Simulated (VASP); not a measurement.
# CuI: dielectric tensor with BLYP+D3(BJ)

The system is CuI.

```
I Cu
1.0
     0.00000    3.03150    3.03150
     3.03150    0.00000    3.03150
     3.03150    3.03150    0.00000
I Cu
1 1
Direct
  0.00000 0.00000 0.00000
  0.25000 0.25000 0.25000
```

```json
{
  "Program": "VASP 6.6.1",
  "Task": "dielectric tensor",
  "Functional": "BLYP",
  "Dispersion": "D3(BJ)",
  "Potentials or basis": "VASP PAW PBE potentials, release 64 (I, Cu)",
  "Cutoff": "520 eV",
  "k mesh": "8 × 8 × 8",
  "Occupations": "gaussian, width 0.01 eV",
  "Spin": "no spin polarisation",
  "Dipole correction": "no",
  "Further INCAR settings": "ALGO = Normal; EDIFF = 1e-08"
}
```

| Item | Value |
| --- | --- |
| Band gap on the k mesh | 1.22 eV |
| Electronic dielectric tensor (diagonal) | 6.31 |
| Born charges (mean of the diagonal) | I -1.14; Cu +1.14 e |
| Dispersion energy per atom | -0.775 eV |

Levels at points of the mesh, in eV from the valence-band top:
| k point | band 5 | band 6 | band 7 | band 8 | band 9 | band 10 | band 11 | band 12 | band 13 |
| --- | --- | --- | --- | --- | --- | --- | --- | --- | --- |
| (0.00, 0.00, 0.00) | -1.87 | -1.87 | 0.00 | 0.00 | 0.00 | 1.22 | 4.98 | 4.98 | 4.98 |
| (0.50, 0.00, 0.00) | -1.85 | -1.85 | -1.80 | -0.71 | -0.71 | 2.22 | 5.53 | 5.53 | 7.62 |
| (0.50, 0.50, 0.00) | -1.89 | -1.81 | -1.79 | -1.51 | -1.51 | 2.89 | 2.97 | 9.30 | 9.82 |

Electronic dielectric tensor:
```
6.31 0.00 0.00
0.00 6.31 0.00
0.00 0.00 6.31
```

Born effective charge tensors (e):
atom 1, I
```
-1.14  0.00  0.00
 0.00 -1.14  0.00
 0.00  0.00 -1.14
```
atom 2, Cu
```
1.14 0.00 0.00
0.00 1.14 0.00
0.00 0.00 1.14
```

Wall time 15 min on 1 thread of AMD EPYC 7R43 64-Core Processor (Zen 3), on a shared host, peak memory 0.3 GiB.

Caveat: spin-orbit coupling is left out, which moves the levels of the heavy elements. Expect the measured gap to be larger: semilocal functionals such as BLYP lack the derivative discontinuity.
